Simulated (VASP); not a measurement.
# KF (R-3m) in VASP: a series of runs

The runs below take KF through single point, with PBE.

Everything below comes from runs of VASP 6.6.1. Logs are shortened: lines on timing, memory, paths and dates and some standing lists are left out, and cuts for length are marked.

### 1 The cell of the first run

The structure is trigonal, space group R-3m (No. 166). The conventional cell has a = 3.772 Å, b = 3.772 Å, c = 9.696 Å, α = 90.00°, β = 90.00°, γ = 120.00°. K (site symmetry -3m) has 6 F at 2.71 Å within 3.6 Å. Within 3.6 Å of F (site symmetry -3m) lie 6 K at 2.71 Å.

### 2 Single point, PBE (19.91 Å³/atom)

File INCAR:

```
ALGO = Normal ; EDIFF = 1E-7
ENCUT = 520 ; GGA = PE
ISIF = 2 ; ISMEAR = 0
LASPH = True ; LCHARG = True
LELF = True ; LREAL = False
LVHAR = True ; LWAVE = False
NBANDS = 15 ; NELM = 60
PREC = Accurate ; SIGMA = 0.05
```

File KPOINTS:

```
k-points
0
Gamma
  8 8 8
```

File POSCAR:

```
KF
1.0
    0.0876686257      2.7550710299      2.7550710299
    2.7550710299      0.0876686257      2.7550710299
    2.7550710299      2.7550710299      0.0876686257
K F
1 1
Direct
    0.0000000000      0.0000000000      0.0000000000
    0.5000000000      0.5000000000      0.5000000000
```

Potentials or basis: VASP PAW PBE potentials, release 64 (K_sv, F).

On the command line:

```
$ cat potpaw_PBE.64/K_sv/POTCAR potpaw_PBE.64/F/POTCAR > POTCAR
$ mpirun -np 1 vasp_std > vasp.out
```

OUTCAR:

```text
EDIFF = 1E-7
   ENCUT = 520
   GGA = PE
   ISIF = 2
   ISMEAR = 0
   LASPH = True
   LREAL = False
   NELM = 60
   PREC = Accurate

 ion  position               nearest neighbor table
   1  0.000  0.000  0.000-   2 2.71   2 2.71   2 2.71   2 2.71   2 2.71   2 2.71
   2  0.500  0.500  0.500-   1 2.71   1 2.71   1 2.71   1 2.71   1 2.71   1 2.71

  LATTYP: Found a trigonal (rhomboedric) cell.
 ALAT       =     3.8972449945
 COS(alpha) =     0.5315517071

  Lattice vectors:

 A1 = (   0.0876686257,   2.7550710299,   2.7550710299)
 A2 = (   2.7550710299,   0.0876686257,   2.7550710299)
 A3 = (   2.7550710299,   2.7550710299,   0.0876686257)

Analysis of symmetry for initial positions (statically):
=====================================================================
 Subroutine PRICEL returns:
 Original cell was already a primitive cell.

 Routine SETGRP: Setting up the symmetry group for a
 trigonal (rhombohedral) supercell.

 Subroutine GETGRP returns: Found 12 space group operations
 (whereof 12 operations were pure point group operations)
 out of a pool of 12 trial point group operations.

The static configuration has the point symmetry D_3d.

Analysis of symmetry for dynamics (positions and initial velocities):
=====================================================================
 Subroutine PRICEL returns:
 Original cell was already a primitive cell.

 Routine SETGRP: Setting up the symmetry group for a
 trigonal (rhombohedral) supercell.

 Subroutine GETGRP returns: Found 12 space group operations
 (whereof 12 operations were pure point group operations)
 out of a pool of 12 trial point group operations.

The dynamic configuration has the point symmetry D_3d.

 Subroutine INISYM returns: Found 12 space group operations
 (whereof 12 operations are pure point group operations),
 and found     1 'primitive' translations

----------------------------------------------------------------------------------------

                                     Primitive cell

  volume of cell :      39.8286

  direct lattice vectors                    reciprocal lattice vectors
     0.087668626  2.755071030  2.755071030    -0.190383954  0.184512611  0.184512611
     2.755071030  0.087668626  2.755071030     0.184512611 -0.190383954  0.184512611
     2.755071030  2.755071030  0.087668626     0.184512611  0.184512611 -0.190383954

  length of vectors
     3.897244995  3.897244995  3.897244995     0.323010615  0.323010615  0.323010615

  position of ions in fractional coordinates (direct lattice)
     0.000000000  0.000000000  0.000000000
     0.500000000  0.500000000  0.500000000

  ion indices of the primitive-cell ions
   primitive index   ion index
                 1           1
                 2           2

----------------------------------------------------------------------------------------

 KPOINTS: k-points

Automatic generation of k-mesh.
 Grid dimensions read from file:
 generate k-points for:    8    8    8

 Generating k-lattice:

  Cartesian coordinates                     Fractional coordinates (reciprocal lattice)
    -0.023797994  0.023064076  0.023064076     0.125000000  0.000000000 -0.000000000
     0.023064076 -0.023797994  0.023064076     0.000000000  0.125000000 -0.000000000
     0.023064076  0.023064076 -0.023797994     0.000000000  0.000000000  0.125000000

  Length of vectors
     0.040376327  0.040376327  0.040376327

  Shift w.r.t. Gamma in fractional coordinates (k-lattice)
     0.000000000  0.000000000  0.000000000

 Subroutine IBZKPT returns following result:
 ===========================================

 Found     65 irreducible k-points:

 Following reciprocal coordinates:
            Coordinates               Weight
  0.000000  0.000000  0.000000      1.000000
  0.125000  0.000000  0.000000      6.000000
  0.250000  0.000000  0.000000      6.000000
  0.375000  0.000000 -0.000000      6.000000
  0.500000  0.000000  0.000000      3.000000
  0.125000  0.125000 -0.000000      6.000000
[... 16 lines left out ...]
  0.250000  0.125000  0.125000      6.000000
  0.375000  0.125000  0.125000      6.000000
 [... further k-points ...]
   k-points           NKPTS =     65   k-points in BZ     NKDIM =     65   number of bands    NBANDS=     15
   number of dos      NEDOS =    301   number of ions     NIONS =      2
   total plane-waves  NPLWV =  27000
   dimension x,y,z NGX =    30 NGY =   30 NGZ =   30
   dimension x,y,z NGXF=    60 NGYF=   60 NGZF=   60
   ions per type =               1   1
   NGX,Y,Z   is equivalent  to a cutoff of  12.80, 12.80, 12.80 a.u.
   NGXF,Y,Z  is equivalent  to a cutoff of  25.59, 25.59, 25.59 a.u.
 SYSTEM =  unknown system
   PREC   = accura    normal or accurate (medium, high low for compatibility)
   ISTART =      0    job   : 0-new  1-cont  2-samecut
   ICHARG =      2    charge: 1-file 2-atom 10-const
   ISPIN  =      1    spin polarized calculation?
   LNONCOLLINEAR =      F non collinear calculations
   LSORBIT =      F    spin-orbit coupling
   LASPH  =      T    aspherical Exc in radial PAW
   ENCUT  =  520.0 eV  38.22 Ry    6.18 a.u.   7.25  7.25  7.25*2*pi/ulx,y,z
   NELM   =     60;   NELMIN=  2; NELMDL= -5     # of ELM steps
   EDIFF  = 0.1E-06   stopping-criterion for ELM
   LREAL  =      F    real-space projection
   EDIFFG = 0.1E-05   stopping-criterion for IOM
   NSW    =      0    number of steps for IOM
   IBRION =     -1    ionic relax: 0-MD 1-quasi-New 2-CG
   NFREE  =      0    steps in history (QN), initial steepest desc. (CG)
   ISIF   =      2    stress and relaxation
   ISYM   =      2    0-nonsym 1-usesym 2-fastsym
   POTIM  = 0.5000    time-step for ionic-motion
   TEBEG  =    0.0;   TEEND  =   0.0 temperature during run
   PSTRESS=    0.0 pullay stress
   NELECT =      16.0000    total number of electrons
   NUPDOWN=      -1.0000    fix difference up-down
   EMIN   =  10.00;   EMAX   =-10.00  energy-range for DOS
   EFERMI =   0.00;   METHOD = LEGACY
   ISMEAR =     0;   SIGMA  =   0.05  broadening in eV -4-tet -1-fermi 0-gaus
   EFERMI_NEDOS =   21; number of points for ismear=-14 and -15
   IALGO  =     38    algorithm
   IMIX   =      4    mixing-type and parameters
     AMIX     =   0.40;   BMIX     =  1.00
     AMIX_MAG =   1.60;   BMIX_MAG =  1.00
  volume/ion in A,a.u.               =      19.91       134.39
  Fermi-wavevector in a.u.,A,eV,Ry     =   1.207952  2.282699 19.852919  1.459148
  Thomas-Fermi vector in A             =   2.343574
   LORBIT       =      0    0 simple, 1 ext, 2 COOP (PROOUT), +10 PAW based schemes
   GGA     = PE    functional components
   LHFCALC =     F    Hartree Fock is set to
   AEXX    =    0.0000 exact exchange contribution
   IVDW    =     0    specifies the selected vdW correction
   LEPSILON=     F    determine dielectric tensor
   LRPA    =     F    only Hartree local field effects (RPA)
 non-spin polarized calculation
 Gauss-broadening in eV      SIGMA  =   0.05
  energy-cutoff  :      520.00
  volume of cell :       39.83
 maximum number of plane-waves:      1084
 NGX is ok and might be reduce to    30
   NGX = 15   NGY = 15   NGZ = 15

 number of electron      15.9999996 magnetization

 Free energy of the ion-electron system (eV)
  ---------------------------------------------------
  ext. energy  EPLUGINS =         0.00000000
  ---------------------------------------------------
  free energy    TOTEN  =        -8.29377144 eV

  energy without entropy =       -8.29377144  energy(sigma->0) =       -8.29377144

 E-fermi :  -2.6902     XC(G=0):  -8.2121

 val. band max:       -2.8903969049   @ k =   0.0000   0.0000   0.0000
 cond. band min:       3.0261082853   @ k =   0.0000   0.0000   0.0000
 fundamental gap:      5.9165051901
 Fermi energy:        -2.6901532555

 k-point     1 :       0.0000    0.0000    0.0000
  band No.  band energies     occupation
      1     -29.1850      2.00000
      2     -21.5427      2.00000
      3     -12.4730      2.00000
      4     -12.4579      2.00000
      5     -12.4579      2.00000
      6      -2.9416      2.00000
      7      -2.8904      2.00000
      8      -2.8904      2.00000
      9       3.0261      0.00000
     10       7.3479      0.00000
     11       7.7799      0.00000
     12       7.7799      0.00000
     13       9.2731      0.00000
     14       9.2731      0.00000
     15      13.7345      0.00000

 k-point     2 :       0.1250    0.0000    0.0000
  band No.  band energies     occupation
      1     -29.1732      2.00000
      2     -21.5519      2.00000
      3     -12.5006      2.00000
      4     -12.4749      2.00000
      5     -12.4656      2.00000
      6      -3.0331      2.00000
      7      -2.9847      2.00000
      8      -2.9373      2.00000
      9       3.4536      0.00000
     10       7.4144      0.00000
     11       7.6427      0.00000
     12       8.0016      0.00000
     13       9.3850      0.00000
     14       9.3971      0.00000
     15      14.4907      0.00000

 k-point     3 :       0.2500    0.0000    0.0000
  band No.  band energies     occupation
      1     -29.1447      2.00000
      2     -21.5742      2.00000
      3     -12.6005      2.00000
      4     -12.4840      2.00000
      5     -12.4817      2.00000
      6      -3.3148      2.00000
      7      -3.1091      2.00000
      8      -3.0483      2.00000
      9       4.5280      0.00000
     10       7.0642      0.00000
     11       8.1064      0.00000
     12       8.5451      0.00000
     13       9.7542      0.00000
     14       9.8021      0.00000
     15      15.4341      0.00000

 k-point     4 :       0.3750    0.0000   -0.0000
  band No.  band energies     occupation
      1     -29.1159      2.00000
      2     -21.5965      2.00000
      3     -12.6991      2.00000
      4     -12.5021      2.00000
      5     -12.4881      2.00000
      6      -3.5610      2.00000
      7      -3.2273      2.00000
      8      -3.1562      2.00000
      9       5.6490      0.00000
     10       7.0752      0.00000
     11       8.5905      0.00000
     12       9.0192      0.00000
     13      10.4569      0.00000
     14      10.5870      0.00000
     15      13.8433      0.00000
[... 307 lines left out ...]
 k-point    22 :       0.1250    0.1250    0.1250
  band No.  band energies     occupation
      1     -29.1753      2.00000
      2     -21.5538      2.00000
      3     -12.5012      2.00000
      4     -12.4614      2.00000
      5     -12.4614      2.00000
      6      -3.0676      2.00000
      7      -2.9321      2.00000
      8      -2.9321      2.00000
      9       3.4141      0.00000
     10       7.1842      0.00000
     11       7.9455      0.00000
     12       7.9455      0.00000
     13       9.4246      0.00000
     14       9.4246      0.00000
     15      14.3290      0.00000

 k-point    23 :       0.2500    0.1250    0.1250
  band No.  band energies     occupation
      1     -29.1591      2.00000
      2     -21.5666      2.00000
      3     -12.5220      2.00000
      4     -12.5214      2.00000
      5     -12.4590      2.00000
      6      -3.2318      2.00000
      7      -3.0245      2.00000
      8      -2.9508      2.00000
      9       4.0144      0.00000
     10       6.9980      0.00000
     11       8.1881      0.00000
     12       8.2006      0.00000
     13       9.6175      0.00000
     14       9.6541      0.00000
     15      15.1919      0.00000

 k-point    24 :       0.3750    0.1250    0.1250
  band No.  band energies     occupation
      1     -29.1309      2.00000
      2     -21.5846      2.00000
      3     -12.6331      2.00000
      4     -12.5396      2.00000
      5     -12.4777      2.00000
      6      -3.4306      2.00000
      7      -3.1292      2.00000
      8      -3.0611      2.00000
      9       5.0928      0.00000
     10       6.8582      0.00000
     11       8.4539      0.00000
     12       8.7646      0.00000
     13       9.9858      0.00000
     14      10.2851      0.00000
     15      14.6557      0.00000

 [... further k-points ...]
[... 5 lines left out ...]
  --------------------------------------------------------------------------------------
  -------------------------------------------------------------------------------------
  Total       -0.0067949     -0.0067949     -0.0067949     -0.1184069     -0.1184069     -0.1184069
  in kB       -0.2733369     -0.2733369     -0.2733369     -4.7631276     -4.7631276     -4.7631276
  external PRESSURE =      -0.2733369 kB  Pullay stress =       0.0000000 kB

 VOLUME and BASIS-vectors are now :
 -----------------------------------------------------------------------------
  energy-cutoff  :      520.00
  volume of cell :       39.83
      direct lattice vectors                 reciprocal lattice vectors
     0.087668626  2.755071030  2.755071030    -0.190383954  0.184512611  0.184512611
     2.755071030  0.087668626  2.755071030     0.184512611 -0.190383954  0.184512611
     2.755071030  2.755071030  0.087668626     0.184512611  0.184512611 -0.190383954

 POSITION                                       TOTAL-FORCE (eV/Angst)
 -----------------------------------------------------------------------------------
      0.00000      0.00000      0.00000        -0.000000      0.000000     -0.000000
      2.79891      2.79891      2.79891         0.000000     -0.000000      0.000000
 -----------------------------------------------------------------------------------
    total drift:                                0.000000      0.000000      0.000000

  FREE ENERGIE OF THE ION-ELECTRON SYSTEM (eV)
  ---------------------------------------------------
  free  energy   TOTEN  =        -8.2937714393 eV

  energy  without entropy=       -8.2937714393  energy(sigma->0) =       -8.29377144
```

Wall time 70 s (1 thread of Intel Xeon 8259CL, shared host); peak memory 0.19 GiB.

What came out:

```yaml
Free_energy: -8.2938 eV
Pressure: 0.0 GPa
Band_gap_on_the_k_mesh: 5.92 eV
```

### 3 Single point, PBE (19.91 Å³/atom)

File INCAR:

```
PREC     = Accurate       # precision mode
ENCUT    = 520            # plane-wave cutoff, eV
EDIFF    = 1E-6           # SCF threshold, eV
ISMEAR   = 0              # smearing method
SIGMA    = 0.05           # smearing width, eV
LREAL    = False          # projectors in reciprocal space
LASPH    = True           # aspherical terms in the spheres
NELM     = 100            # most SCF steps
ALGO     = Normal         # electronic algorithm
ISIF     = 2              # what is computed and relaxed
LWAVE    = False          # write WAVECAR
LCHARG   = False          # write CHGCAR
GGA      = PE             # functional
NBANDS   = 15             # bands
```

File KPOINTS:

```
regular mesh
0
Gamma
  8 8 8
```

File POSCAR:

```
KF
1.0
   -0.0577164121      2.6819866952      2.6819866952
    2.6819866952     -0.0577164121      2.6819866952
    2.6819866952      2.6819866952     -0.0577164121
K F
1 1
Direct
    0.0000000000      0.0000000000      0.0000000000
    0.5000000000      0.5000000000      0.5000000000
```

Potentials or basis: VASP PAW PBE potentials, release 64 (K_sv, F).

On the command line:

```
$ cat potpaw_PBE.64/K_sv/POTCAR potpaw_PBE.64/F/POTCAR > POTCAR
$ mpirun -np 1 vasp_std > vasp.out
```

It took 48 s on 1 thread of Intel Xeon 8259CL, shared host; peak memory 0.18 GiB.

It converged, with:

```yaml
Free_energy: -8.2971 eV
Pressure: 0.0 GPa
Band_gap_on_the_k_mesh: 5.92 eV
```

Stress tensor (GPa, compression positive):
```
-0.01  0.27  0.27
 0.27 -0.01  0.27
 0.27  0.27 -0.01
```

Levels at points of the mesh, in eV from the valence-band top:
```csv
k point,band 6,band 7,band 8,band 9,band 10,band 11
"(0.00, 0.00, 0.00)",-0.03,-0.03,0.00,5.92,10.42,10.42
"(0.50, 0.00, 0.00)",-0.77,-0.34,-0.30,8.83,10.23,11.68
"(0.50, 0.50, 0.00)",-0.25,-0.10,-0.07,8.14,10.03,11.45
"(0.50, 0.50, 0.50)",-0.76,-0.37,-0.37,8.94,10.36,11.87
```

A k mesh can miss the band edges. PBE gaps usually lie below the measured ones, often by a third to a half.
